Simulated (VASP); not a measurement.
Set up this calculation in VASP 6.6.1, as the native input.

```yaml
Task: single point
Functional: PBE
Potentials_or_basis: VASP PAW PBE potentials, release 64 (Ga_d, Sb)
Cutoff: 520 eV
k_mesh: 14 × 14 × 14
Occupations: gaussian, width 0.15 eV
Spin: no spin polarisation
Dipole_correction: no
Further_INCAR_settings: ALGO = Fast; EDIFF = 1e-06; NBANDS = 30
```

The structure of Ga3Sb lies in POSCAR:

```
Ga3Sb
1.0
   -2.2856658250      2.2856658250      4.2203249441
    2.2856658250     -2.2856658250      4.2203249441
    2.2856658250      2.2856658250     -4.2203249441
Ga Sb
3 1
Direct
    0.7500000000      0.2500000000      0.5000000000
    0.2500000000      0.7500000000      0.5000000000
    0.5000000000      0.5000000000      0.0000000000
    0.0000000000      0.0000000000      0.0000000000
```

The input as run:

INCAR

```
SYSTEM = Ga3Sb
PREC     = Accurate       ! precision mode
ENCUT    = 520            ! plane-wave cutoff, eV
EDIFF    = 1E-6           ! SCF threshold, eV
ISMEAR   = 0              ! smearing method
SIGMA    = 0.15           ! smearing width, eV
LREAL    = .False.        ! projectors in reciprocal space
LASPH    = .True.         ! aspherical terms in the spheres
NELM     = 80             ! most SCF steps
ALGO     = Fast           ! electronic algorithm
ISIF     = 2              ! what is computed and relaxed
LWAVE    = .False.        ! write WAVECAR
LCHARG   = .False.        ! write CHGCAR
GGA      = PE             ! functional
NBANDS   = 30             ! bands
```

KPOINTS

```
regular mesh
0
Gamma
  14 14 14
  0 0 0
```

Potentials or basis: VASP PAW PBE potentials, release 64 (Ga_d, Sb).

Launch:

```console
$ cat potpaw_PBE.64/Ga_d/POTCAR potpaw_PBE.64/Sb/POTCAR > POTCAR
$ mpirun -np 1 vasp_std > vasp.out
```

It gave:

* Pressure: 0.0 GPa
* Band gap on the k mesh: zero (bands 22 and 23 overlap by 4.33 eV)

Caveat: spin-orbit coupling is left out, which moves the levels of the heavy elements.

It took 15 min on 1 thread of Intel(R) Xeon(R) Platinum 8488C (Sapphire Rapids) (shared host), peak memory 0.64 GiB.
